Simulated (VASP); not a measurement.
# As (R-3m) in VASP: notebook

As is run at these levels: PBE; tasks: electric field gradients.

All numbers are computed with VASP 6.6.1; they aren't measurements. Logs are shortened: lines on timing, memory, paths and dates and some standing lists are left out, and cuts for length are marked.

**1. The cell of the first run**

It takes space group R-3m (No. 166, trigonal). Conventional cell: a = 3.759 Å, b = 3.759 Å, c = 10.457 Å, α = 90.00°, β = 90.00°, γ = 120.00°. Within 3.3 Å of As (site symmetry 3m) lie 6 As at 2.52 to 3.10 Å.

**2. Electric field gradients, PBE, collinear spin, zero start**

The input, INCAR:

```
SYSTEM = As
PREC = Accurate ; ENCUT = 520
EDIFF = 1E-8 ; ISMEAR = -1
SIGMA = 0.05 ; LREAL = .FALSE.
LASPH = .TRUE. ; NELM = 150
ALGO = Normal ; ISIF = 2
LWAVE = .FALSE. ; LCHARG = .FALSE.
ISPIN = 2 ; MAGMOM = 0 0
LORBIT = 11 ; GGA = PE
LEFG = .TRUE. ; NBANDS = 16
```

The input, KPOINTS:

```
Automatic mesh
0
G
  10 10 10
  0 0 0
```

The input, POSCAR:

```
As
1.0
    1.8797494575      1.0852738553      3.4857700000
   -1.8797494575      1.0852738553      3.4857700000
    0.0000000000     -2.1705477106      3.4857700000
As
2
Direct
    0.2275400000      0.2275400000      0.2275400000
    0.7724600000      0.7724600000      0.7724600000
```

Potentials or basis: VASP PAW PBE potentials, release 64 (As).

On the command line:

```console
$ cat potpaw_PBE.64/As/POTCAR > POTCAR
$ mpirun -np 1 vasp_std > vasp.out
```

OUTCAR:

```text
SYSTEM = As
   PREC = Accurate
   ENCUT = 520
   EDIFF = 1E-8
   ISMEAR = -1
   LREAL = .FALSE.
   LASPH = .TRUE.
   NELM = 150
   ISIF = 2
   ISPIN = 2
   LORBIT = 11
   GGA = PE

 ion  position               nearest neighbor table
   1  0.228  0.228  0.228-   2 2.52   2 2.52   2 2.52
   2  0.772  0.772  0.772-   1 2.52   1 2.52   1 2.52

  LATTYP: Found a trigonal (rhomboedric) cell.
 ALAT       =     4.1063207202
 COS(alpha) =     0.5808936906

  Lattice vectors:

 A1 = (   1.8797494575,   1.0852738553,   3.4857700000)
 A2 = (  -1.8797494575,   1.0852738553,   3.4857700000)
 A3 = (   0.0000000000,  -2.1705477106,   3.4857700000)

Analysis of symmetry for initial positions (statically):
=====================================================================
 Subroutine PRICEL returns:
 Original cell was already a primitive cell.

 Routine SETGRP: Setting up the symmetry group for a
 trigonal (rhombohedral) supercell.

 Subroutine GETGRP returns: Found 12 space group operations
 (whereof 12 operations were pure point group operations)
 out of a pool of 12 trial point group operations.

The static configuration has the point symmetry D_3d.

Analysis of symmetry for dynamics (positions and initial velocities):
=====================================================================
 Subroutine PRICEL returns:
 Original cell was already a primitive cell.

 Routine SETGRP: Setting up the symmetry group for a
 trigonal (rhombohedral) supercell.

 Subroutine GETGRP returns: Found 12 space group operations
 (whereof 12 operations were pure point group operations)
 out of a pool of 12 trial point group operations.

The dynamic configuration has the point symmetry D_3d.

Analysis of structural, dynamic, and magnetic symmetry:
=====================================================================
 Subroutine PRICEL returns:
 Original cell was already a primitive cell.

 Routine SETGRP: Setting up the symmetry group for a
 trigonal (rhombohedral) supercell.

 Subroutine GETGRP returns: Found 12 space group operations
 (whereof 12 operations were pure point group operations)
 out of a pool of 12 trial point group operations.

The overall configuration has the point symmetry D_3d.

 Subroutine INISYM returns: Found 12 space group operations
 (whereof 12 operations are pure point group operations),
 and found     1 'primitive' translations

----------------------------------------------------------------------------------------

                                     Primitive cell

  volume of cell :      42.6667

  direct lattice vectors                    reciprocal lattice vectors
     1.879749457  1.085273855  3.485770000     0.265992895  0.153571070  0.095626887
    -1.879749457  1.085273855  3.485770000    -0.265992895  0.153571070  0.095626887
     0.000000000 -2.170547711  3.485770000     0.000000000 -0.307142139  0.095626887

  length of vectors
     4.106320720  4.106320720  4.106320720     0.321684310  0.321684310  0.321684310

  position of ions in fractional coordinates (direct lattice)
     0.227540000  0.227540000  0.227540000
     0.772460000  0.772460000  0.772460000

  ion indices of the primitive-cell ions
   primitive index   ion index
                 1           1
                 2           2

----------------------------------------------------------------------------------------

 KPOINTS: Automatic mesh

Automatic generation of k-mesh.
 Grid dimensions read from file:
 generate k-points for:   10   10   10

 Generating k-lattice:

  Cartesian coordinates                     Fractional coordinates (reciprocal lattice)
     0.026599289  0.015357107  0.009562689     0.100000000 -0.000000000 -0.000000000
    -0.026599289  0.015357107  0.009562689    -0.000000000  0.100000000 -0.000000000
     0.000000000 -0.030714214  0.009562689    -0.000000000 -0.000000000  0.100000000

  Length of vectors
     0.032168431  0.032168431  0.032168431

  Shift w.r.t. Gamma in fractional coordinates (k-lattice)
     0.000000000  0.000000000  0.000000000
[... 59 lines left out ...]
   POTIM  = 0.5000    time-step for ionic-motion
   TEBEG  =    0.0;   TEEND  =   0.0 temperature during run
   PSTRESS=    0.0 pullay stress
   NELECT =      10.0000    total number of electrons
   NUPDOWN=      -1.0000    fix difference up-down
   EMIN   =  10.00;   EMAX   =-10.00  energy-range for DOS
   EFERMI =   0.00;   METHOD = LEGACY
   ISMEAR =    -1;   SIGMA  =   0.05  broadening in eV -4-tet -1-fermi 0-gaus
   EFERMI_NEDOS =   21; number of points for ismear=-14 and -15
   IALGO  =     38    algorithm
   IMIX   =      4    mixing-type and parameters
     AMIX     =   0.40;   BMIX     =  1.00
     AMIX_MAG =   1.60;   BMIX_MAG =  1.00
  volume/ion in A,a.u.               =      21.33       143.96
  Fermi-wavevector in a.u.,A,eV,Ry     =   1.009358  1.907409 13.861654  1.018803
  Thomas-Fermi vector in A             =   2.142281
   LORBIT       =     11    0 simple, 1 ext, 2 COOP (PROOUT), +10 PAW based schemes
   GGA     = PE    functional components
   LHFCALC =     F    Hartree Fock is set to
   AEXX    =    0.0000 exact exchange contribution
   IVDW    =     0    specifies the selected vdW correction
   LEPSILON=     F    determine dielectric tensor
   LRPA    =     F    only Hartree local field effects (RPA)
 spin polarized calculation
  energy-cutoff  :      520.00
  volume of cell :       42.67
 maximum number of plane-waves:      1159
   NGX = 15   NGY = 15   NGZ = 15

 number of electron      10.0000000 magnetization      -0.0000001

 number of electron      10.0000000 magnetization       0.0000001

 Free energy of the ion-electron system (eV)
  ---------------------------------------------------
  ext. energy  EPLUGINS =         0.00000000
  ---------------------------------------------------
  free energy    TOTEN  =        -9.32208107 eV

  energy without entropy =       -9.32048087  energy(sigma->0) =       -9.32128097

 E-fermi :   5.6309     XC(G=0): -10.0146

 val. band max:        5.6205013389   @ k =   0.4000   0.2000   0.2000
 cond. band min:       5.6774167437   @ k =   0.4000   0.3000   0.3000
 fundamental gap:      0.0569154048
 Fermi energy:         5.6309076666

 spin component 1

 k-point     1 :       0.0000    0.0000    0.0000
  band No.  band energies     occupation
      1      -9.5301      1.00000
      2      -0.1962      1.00000
      3       3.0230      1.00000
      4       3.5438      1.00000
      5       3.5438      1.00000
      6       7.3183      0.00000
[... 435 lines left out ...]
      5       2.2785      1.00000
      6       7.8192      0.00000
[... 8 lines left out ...]
     15      21.1903      0.00000
     16      22.0554      0.00000

 [... further k-points ...]

 spin component 2

 k-point     1 :       0.0000    0.0000    0.0000
  band No.  band energies     occupation
      1      -9.5301      1.00000
      2      -0.1962      1.00000
      3       3.0230      1.00000
      4       3.5438      1.00000
      5       3.5438      1.00000
      6       7.3183      0.00000
[... 435 lines left out ...]
      5       2.2785      1.00000
      6       7.8192      0.00000
[... 8 lines left out ...]
     15      21.1903      0.00000
     16      22.0554      0.00000

 [... further k-points ...]

------------------------ aborting loop because EDIFF is reached ----------------------------------------

  FORCE on cell =-STRESS in cart. coord.  units (eV):
  Direction    XX          YY          ZZ          XY          YZ          ZX
  --------------------------------------------------------------------------------------
  -------------------------------------------------------------------------------------
  Total        1.1209206      1.1209206      0.8330393      0.0000000      0.0000000      0.0000000
  in kB       42.0916682     42.0916682     31.2814417      0.0000000      0.0000000      0.0000000
  external PRESSURE =      38.4882594 kB  Pullay stress =       0.0000000 kB

 VOLUME and BASIS-vectors are now :
 -----------------------------------------------------------------------------
  energy-cutoff  :      520.00
  volume of cell :       42.67
      direct lattice vectors                 reciprocal lattice vectors
     1.879749457  1.085273855  3.485770000     0.265992895  0.153571070  0.095626887
    -1.879749457  1.085273855  3.485770000    -0.265992895  0.153571070  0.095626887
     0.000000000 -2.170547711  3.485770000     0.000000000 -0.307142139  0.095626887

 POSITION                                       TOTAL-FORCE (eV/Angst)
 -----------------------------------------------------------------------------------
      0.00000      0.00000      2.37946         0.000000      0.000000      0.285300
      0.00000      0.00000      8.07785         0.000000     -0.000000     -0.285300
 -----------------------------------------------------------------------------------
    total drift:                               -0.000000      0.000000     -0.000000

  FREE ENERGIE OF THE ION-ELECTRON SYSTEM (eV)
  ---------------------------------------------------
  free  energy   TOTEN  =        -9.3220810657 eV

  energy  without entropy=       -9.3204808746  energy(sigma->0) =       -9.32128097

 Electric field gradients (V/A^2)
---------------------------------------------------------------------
 ion       V_xx      V_yy      V_zz      V_xy      V_xz      V_yz
---------------------------------------------------------------------
   1      24.026    24.026   -48.052    -0.000     0.000    -0.000
   2      24.026    24.026   -48.052     0.000     0.000    -0.000
---------------------------------------------------------------------

 Electric field gradients after diagonalization (V/A^2)
 (convention: |V_zz| > |V_xx| > |V_yy|)
----------------------------------------------------------------------
 ion       V_xx      V_yy      V_zz     asymmetry (V_yy - V_xx)/ V_zz
----------------------------------------------------------------------
   1      24.026    24.026   -48.052       0.000
   2      24.026    24.026   -48.052       0.000
----------------------------------------------------------------------

           NMR quadrupolar parameters

 Cq : quadrupolar parameter    Cq=e*Q*V_zz/h
 eta: asymmetry parameters     (V_yy - V_xx)/ V_zz
 Q  : nuclear electric quadrupole moment in mb (millibarn)
----------------------------------------------------------------------
 ion       Cq(MHz)       eta       Q (mb)
----------------------------------------------------------------------
   1      -0.116       0.000       1.000
   2      -0.116       0.000       1.000
----------------------------------------------------------------------

 total charge

# of ion       s       p       d       tot
------------------------------------------
    1        1.301   1.359   0.050   2.710
    2        1.301   1.359   0.050   2.710
--------------------------------------------------
tot          2.602   2.718   0.100   5.420

 magnetization (x)

# of ion       s       p       d       tot
------------------------------------------
    1       -0.000  -0.000   0.000  -0.000
    2       -0.000  -0.000   0.000  -0.000
--------------------------------------------------
tot         -0.000  -0.000   0.000  -0.000
```

Wall time 1.7 min (1 thread of Intel Xeon 6975P-C, shared host); peak memory 0.27 GiB.

What came out:

- Free energy: -9.3221 eV
- Pressure: 3.8 GPa
- Largest force: 0.285 eV/Å
- Band gap on the k mesh: zero (filled and empty bands overlap)
- Net moment: 0.00 μB per cell
- Valence electrons inside the program's atomic spheres: As 2.71

Forces in eV/Å, atoms in the order of the input:
```
As   0.000  0.000  0.285
As   0.000  0.000 -0.285
```

Stress tensor (GPa, compression positive):
```
4.21 0.00 0.00
0.00 4.21 0.00
0.00 0.00 3.13
```

Levels at points of the mesh, in eV from the Fermi level:
Spin up:
| k point | band 1 | band 2 | band 3 | band 4 | band 5 | band 6 | band 7 | band 8 | band 9 | band 10 |
| --- | --- | --- | --- | --- | --- | --- | --- | --- | --- | --- |
| (0.00, 0.00, 0.00) | -15.16 | -5.83 | -2.61 | -2.09 | -2.09 | 1.69 | 2.89 | 2.89 | 6.71 | 6.71 |
| (0.50, 0.00, 0.00) | -12.40 | -11.22 | -2.85 | -2.81 | -0.42 | -0.38 | 0.20 | 1.19 | 8.98 | 9.15 |
| (0.50, 0.50, 0.00) | -12.36 | -9.76 | -6.15 | -4.35 | -4.23 | 1.43 | 5.43 | 6.76 | 7.30 | 10.51 |
| (0.50, 0.50, 0.50) | -13.80 | -10.18 | -1.80 | -1.80 | -0.64 | 0.62 | 0.62 | 1.74 | 8.05 | 10.39 |
Spin down:
```
           k point  band 3  band 4  band 5  band 6  band 7  band 8
(0.00, 0.00, 0.00)   -2.61   -2.09   -2.09    1.69    2.89    2.89
(0.50, 0.00, 0.00)   -2.85   -2.81   -0.42   -0.38    0.20    1.19
(0.50, 0.50, 0.00)   -6.15   -4.35   -4.23    1.43    5.43    6.76
(0.50, 0.50, 0.50)   -1.80   -1.80   -0.64    0.62    0.62    1.74
```

Electric field gradients, principal values (V/Å²):
```tsv
atom	least	middle	greatest (by size)
1 As	24.026	24.026	-48.052
2 As	24.026	24.026	-48.052
```

Caveat: without QUAD_EFG the Cq values of the log hold for a quadrupole moment of 1 mb, not for the nuclei.

**3. Electric field gradients, PBE**

The input, INCAR:

```
ALGO = Normal
EDIFF = 1E-8
ENCUT = 520
GGA = PE
ISIF = 2
ISMEAR = -1
LASPH = T
LCHARG = F
LEFG = T
LREAL = F
LWAVE = F
NBANDS = 12
NELM = 80
PREC = Accurate
SIGMA = 0.05
```

The input, KPOINTS:

```
k-points
0
Gamma
  18 18 18
```

POSCAR is that of step 2.

Potentials or basis: VASP PAW PBE potentials, release 64 (As).

On the command line:

```console
$ cat potpaw_PBE.64/As/POTCAR > POTCAR
$ mpirun -np 1 vasp_std > vasp.out
```

OUTCAR:

```text
EDIFF = 1E-8
   ENCUT = 520
   GGA = PE
   ISIF = 2
   ISMEAR = -1
   LASPH = T
   LREAL = F
   NELM = 80
   PREC = Accurate

 ion  position               nearest neighbor table
   1  0.228  0.228  0.228-   2 2.52   2 2.52   2 2.52
   2  0.772  0.772  0.772-   1 2.52   1 2.52   1 2.52

  LATTYP: Found a trigonal (rhomboedric) cell.
 ALAT       =     4.1063207202
 COS(alpha) =     0.5808936906

  Lattice vectors:

 A1 = (   1.8797494575,   1.0852738553,   3.4857700000)
 A2 = (  -1.8797494575,   1.0852738553,   3.4857700000)
 A3 = (   0.0000000000,  -2.1705477106,   3.4857700000)

Analysis of symmetry for initial positions (statically):
=====================================================================
 Subroutine PRICEL returns:
 Original cell was already a primitive cell.

[... 549 lines left out ...]
  energy-cutoff  :      520.00
  volume of cell :       42.67
      direct lattice vectors                 reciprocal lattice vectors
     1.879749457  1.085273855  3.485770000     0.265992895  0.153571070  0.095626887
    -1.879749457  1.085273855  3.485770000    -0.265992895  0.153571070  0.095626887
     0.000000000 -2.170547711  3.485770000     0.000000000 -0.307142139  0.095626887

 POSITION                                       TOTAL-FORCE (eV/Angst)
 -----------------------------------------------------------------------------------
      0.00000      0.00000      2.37946         0.000000     -0.000000      0.271146
      0.00000      0.00000      8.07785         0.000000      0.000000     -0.271146
 -----------------------------------------------------------------------------------
    total drift:                               -0.000000      0.000000     -0.000000

  FREE ENERGIE OF THE ION-ELECTRON SYSTEM (eV)
  ---------------------------------------------------
  free  energy   TOTEN  =        -9.3155411496 eV

  energy  without entropy=       -9.3135104465  energy(sigma->0) =       -9.31452580

 Electric field gradients (V/A^2)
---------------------------------------------------------------------
 ion       V_xx      V_yy      V_zz      V_xy      V_xz      V_yz
---------------------------------------------------------------------
   1      24.479    24.479   -48.958    -0.000     0.000    -0.000
   2      24.479    24.479   -48.958    -0.000    -0.000    -0.000
---------------------------------------------------------------------

 Electric field gradients after diagonalization (V/A^2)
 (convention: |V_zz| > |V_xx| > |V_yy|)
----------------------------------------------------------------------
 ion       V_xx      V_yy      V_zz     asymmetry (V_yy - V_xx)/ V_zz
----------------------------------------------------------------------
   1      24.479    24.479   -48.958       0.000
   2      24.479    24.479   -48.958       0.000
----------------------------------------------------------------------

           NMR quadrupolar parameters

 Cq : quadrupolar parameter    Cq=e*Q*V_zz/h
 eta: asymmetry parameters     (V_yy - V_xx)/ V_zz
 Q  : nuclear electric quadrupole moment in mb (millibarn)
----------------------------------------------------------------------
 ion       Cq(MHz)       eta       Q (mb)
----------------------------------------------------------------------
   1      -0.118       0.000       1.000
   2      -0.118       0.000       1.000
----------------------------------------------------------------------
```

It took 2.7 min on 1 thread of Intel Xeon 6975P-C, shared host; peak memory 0.38 GiB.

What came out:

```
Free energy            : -9.3155 eV
Pressure               : 3.9 GPa
Largest force          : 0.271 eV/Å
Band gap on the k mesh : zero (band 5 reaches 5.76 eV, above the bottom of band 6 at 5.25 eV)
```

Forces on the atoms (eV/Å):
```
As   0.000  0.000  0.271
As   0.000  0.000 -0.271
```

Electric field gradients, principal values (V/Å²):
```
atom   least  middle  greatest (by size)
1 As  24.479  24.479             -48.958
2 As  24.479  24.479             -48.958
```

Caveat: without QUAD_EFG the Cq values of the log hold for a quadrupole moment of 1 mb, not for the nuclei.
